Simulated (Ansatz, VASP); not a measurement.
## One calculation of Ga, two programs

File INCAR:

```
SYSTEM = Ga
PREC     = Accurate       ! precision mode
ENCUT    = 500            ! plane-wave cutoff, eV
EDIFF    = 1E-6           ! SCF threshold, eV
ISMEAR   = -1             ! smearing method
SIGMA    = 0.05           ! smearing width, eV
LREAL    = .FALSE.        ! projectors in reciprocal space
LASPH    = .TRUE.         ! aspherical terms in the spheres
NELM     = 120            ! most SCF steps
ALGO     = Normal         ! electronic algorithm
ISIF     = 2              ! what is computed and relaxed
LWAVE    = .FALSE.        ! write WAVECAR
LCHARG   = .TRUE.         ! write CHGCAR
LELF     = .TRUE.         ! ELF
LVHAR    = .TRUE.       
NBANDS   = 20             ! bands
GGA_COMPAT= .FALSE.
```

Contents of KPOINTS:

```
regular mesh
0
G
  11 11 9
  0 0 0
```

POSCAR

```
Ga
1.0
    1.3830000000     -4.0265000000      0.0000000000
    1.3830000000      4.0265000000      0.0000000000
   -0.1174474948      0.0000000000      3.3299294416
Ga
2
Direct
    0.8559000000      0.1441000000      0.2750000000
    0.1441000000      0.8559000000      0.7250000000
```

Input for Ansatz:

```yaml
crystal:
  lattice:
    - [1.383, -4.0265, 0.0]
    - [1.383, 4.0265, 0.0]
    - [-0.1174474948, 0.0, 3.3299294416]
  atoms:
    - { symbol: Ga, position: [0.8559, 0.1441, 0.275] }
    - { symbol: Ga, position: [0.1441, 0.8559, 0.725] }
kpoints:
  mp_grid: { grid: [11, 11, 9] }
scf:
  occupations: { method: fermi_dirac, width: 0.05 }
hamiltonian:
  xc: lda
  pseudopotentials: { kind: all_electron, lapw: { basis_error: 0.001 } }
output:
  forces: true
  stress: true
  eigenvalues: true
  populations: true
```

Change from the starting cell: shortest bond scaled by 1.1, LAPW.

Alike in both runs: task single point; functional LDA; k mesh 11 × 11 × 9; occupations fermi-dirac, width 0.05 eV; no spin polarisation.

```csv
,VASP,Ansatz
version,VASP 6.6.1,Ansatz 0.2.0
potentials or method,"VASP PAW LDA potentials, release 64 (Ga_d), cutoff 500 eV","all-electron LAPW, scalar-relativistic"
```

|  | VASP | Ansatz | Ansatz less VASP |
| --- | --- | --- | --- |
| pressure (GPa) | -2.3 | -2.4 | -0.16 |
| traceless stress, the component that is largest in VASP (GPa) | 1.75 | 1.74 | -0.014 |
| rms of the force components (eV/Å) | 0.406 | 0.401 | -0.0051 |

LDA's correlation is that of Perdew and Zunger in VASP and of Perdew and Wang (1992) in Ansatz. Atom by atom the forces differ by 0.005 eV/Å (rms over components). Ansatz ran all-electron here, and VASP with PAW potentials.
